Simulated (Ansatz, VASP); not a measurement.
Sn: VASP beside Ansatz

```xyz
2
Lattice="0.0000 3.3093 3.3093 3.3093 0.0000 3.3093 3.3093 3.3093 0.0000" Properties=species:S:1:pos:R:3 pbc="T T T"
Sn    3.3093    3.3093    3.3093
Sn    4.9639    4.9639    4.9639
```

Change from the starting cell: volume scaled by 1.06.

Alike in both runs: task single point; functional LDA; k mesh 9 × 9 × 9; occupations fermi-dirac, width 0.03 eV; no spin polarisation.

|  | VASP | Ansatz |
| --- | --- | --- |
| version | VASP 6.6.1 | Ansatz 0.2.0 |
| potentials or method | VASP PAW LDA potentials, release 64 (Sn_d), cutoff 520 eV | all-electron LAPW, scalar-relativistic |

```csv
,VASP,Ansatz,Ansatz less VASP
pressure (GPa),-2.5,-2.5,+0.02
```

LDA's correlation is that of Perdew and Zunger in VASP and of Perdew and Wang (1992) in Ansatz. Ansatz ran all-electron here, and VASP with PAW potentials.
